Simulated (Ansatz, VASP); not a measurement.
# BeTe in VASP and in Ansatz

File INCAR:

```
ALGO = Normal ; EDIFF = 1E-6
ENCUT = 600 ; GGA = CA
GGA_COMPAT = False ; ISIF = 2
ISMEAR = 0 ; LASPH = True
LCHARG = False ; LREAL = False
LWAVE = False ; NBANDS = 11
NELM = 120 ; PREC = Accurate
SIGMA = 0.05
```

KPOINTS

```
k-points
0
Gamma
  6 6 6
```

The input POSCAR:

```
BeTe
1.0
    0.0000000000      2.8564981918      2.8564981918
    2.8564981918      0.0000000000      2.8564981918
    2.8564981918      2.8564981918      0.0000000000
Be Te
1 1
Direct
    0.0000000000      0.0000000000      0.0000000000
    0.2500000000      0.2500000000      0.2500000000
```

Input for Ansatz:

```yaml
crystal:
  lattice:
    - [0.0, 2.8564981918, 2.8564981918]
    - [2.8564981918, 0.0, 2.8564981918]
    - [2.8564981918, 2.8564981918, 0.0]
  atoms:
    - { symbol: Be, position: [0.0, 0.0, 0.0] }
    - { symbol: Te, position: [0.25, 0.25, 0.25] }
basis:
  ecutwfc: 420
kpoints:
  mp_grid: { grid: [6, 6, 6] }
hamiltonian:
  xc: lda
scf:
  occupations: { method: gaussian, width: 0.05 }
output:
  forces: true
  stress: true
  eigenvalues: true
```

Alike in both runs: task single point; functional LDA; k mesh 6 × 6 × 6; occupations gaussian, width 0.05 eV; no spin polarisation.

```csv
,VASP,Ansatz
version,VASP 6.6.1,Ansatz 0.2.0
potentials or method,"VASP PAW LDA potentials, release 64 (Be, Te), cutoff 600 eV","scalar-relativistic, plane waves, PAW"
valence electrons in the cell,8,18
```

```csv
,VASP,Ansatz,Ansatz less VASP
gap on the k mesh at the Fermi level (eV),1.96,1.98,+0.016
least direct gap on the mesh (eV),3.42,3.38,-0.033
pressure (GPa),-4.3,-4.5,-0.20
```

LDA's correlation is that of Perdew and Zunger in VASP and of Perdew and Wang (1992) in Ansatz. VASP's potentials hold 8 valence electrons a cell and Ansatz's 18, so a difference there can come from the potentials and not from the codes.

Spin-orbit coupling is off throughout.
